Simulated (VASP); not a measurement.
MgS (lda), 2 atoms in the cell. The structure is tetragonal, space group I-4m2 (No. 119). The conventional cell has a = 3.995 Å, b = 3.995 Å, c = 5.560 Å, α = 90.00°, β = 90.00°, γ = 90.00°. Mg (site symmetry -4m2) has 4 S at 2.43 Å within 3.2 Å. S (site symmetry -4m2) has 4 Mg at 2.43 Å within 3.2 Å.  This cell differs from its parent crystal: strained cell.

| Quantity | Value |
| --- | --- |
| Program | VASP 6.6.1 |
| Task | relaxation of the atoms |
| Functional | LDA |
| Potentials or basis | VASP PAW LDA potentials, release 64 (Mg, S) |
| Cutoff | 520 eV |
| k mesh | 6 × 6 × 6 |
| Occupations | gaussian, width 0.02 eV |
| Spin | no spin polarisation |
| Dipole correction | no |
| Further INCAR settings | ALGO = Normal; EDIFF = 1e-07; IBRION = 2; EDIFFG = -0.002; NSW = 60 |

Potentials or basis: VASP PAW LDA potentials, release 64 (Mg, S).

The run is started by

```bash
$ cat potpaw_LDA.64/Mg/POTCAR potpaw_LDA.64/S/POTCAR > POTCAR
$ mpirun -np 1 vasp_std > vasp.out
```

Hardware: 1 thread of Intel Xeon 8259CL, on a shared host.

Question: Estimate the wall time of this run.

Answer: Wall time 20 s on 1 thread of Intel Xeon 8259CL, on a shared host, peak memory 0.15 GiB. Counts: scf iterations 12, k points 30, ion steps 1.
